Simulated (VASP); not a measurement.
A run of VASP 6.6.1:

POSCAR

```
GaN
1.0
    0.0000000000      2.0692100263      2.0692100263
    2.0692100263      0.0000000000      2.0692100263
    2.0692100263      2.0692100263      0.0000000000
Ga N
1 1
Direct
    0.5000000000      0.5000000000      0.5000000000
    0.0000000000      0.0000000000      0.0000000000
```

File INCAR.step1:

```
PREC = Accurate
ENCUT = 520
ISMEAR = 0
SIGMA = 0.05
LREAL = False
LASPH = True
NELM = 100
NBANDS = 16
GGA = PE
ALGO = Normal
EDIFF = 1E-4
LWAVE = True
LCHARG = False
```

INCAR.step2

```
PREC = Accurate
ENCUT = 520
EDIFF = 1E-6
ISMEAR = 0
SIGMA = 0.05
LREAL = False
LASPH = True
NELM = 100
ALGO = Normal
ISIF = 2
LWAVE = False
LCHARG = False
METAGGA = R2SCAN
LMIXTAU = True
NBANDS = 16
ISTART = 1
```

KPOINTS

```
Automatic mesh
0
Gamma
  10 10 10
```

Potentials or basis: VASP PAW PBE potentials, release 64 (Ga_d, N).

Launch:

```bash
$ cat potpaw_PBE.64/Ga_d/POTCAR potpaw_PBE.64/N/POTCAR > POTCAR
$ cp INCAR.step1 INCAR
$ mpirun -np 1 vasp_std > vasp.out
$ cp INCAR.step2 INCAR
$ mpirun -np 1 vasp_std > vasp.out
```

Hardware: 1 thread of AMD EPYC 7R13, on a shared host.

Question: How long does it take, and how much memory?

Answer: It took 2.1 min on 1 thread of AMD EPYC 7R13, with other jobs on the host, peak memory 0.12 GiB. Counts: k points 47.
